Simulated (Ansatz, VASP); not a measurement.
# Two plane-wave programs on Y

```
CELL_PARAMETERS angstrom
0.00000 2.52696 2.52696
2.52696 0.00000 2.52696
2.52696 2.52696 0.00000
ATOMIC_POSITIONS crystal
Y 0.00000 0.00000 0.00000
```

Alike in both runs: task single point; functional PBE; k mesh 6 × 6 × 6; occupations gaussian, width 0.05 eV; no spin polarisation.

|  | VASP | Ansatz |
| --- | --- | --- |
| version | VASP 6.6.1 | Ansatz 0.2.0 |
| potentials or method | VASP PAW PBE potentials, release 64 (Y_sv), cutoff 500 eV | scalar-relativistic, plane waves, PAW |
| valence electrons in the cell | 11 | 11 |

VASP gave:

- gap on the k mesh at the Fermi level (eV): none
- pressure (GPa): -0.1

Q: What did Ansatz give for the same quantities?

A: gap on the k mesh at the Fermi level (eV): none; pressure (GPa): 0.0.

A gap of «none» marks a metal or a gap that the smearing closes. With one functional, cell and mesh, what is left measures potentials, basis and numerics.
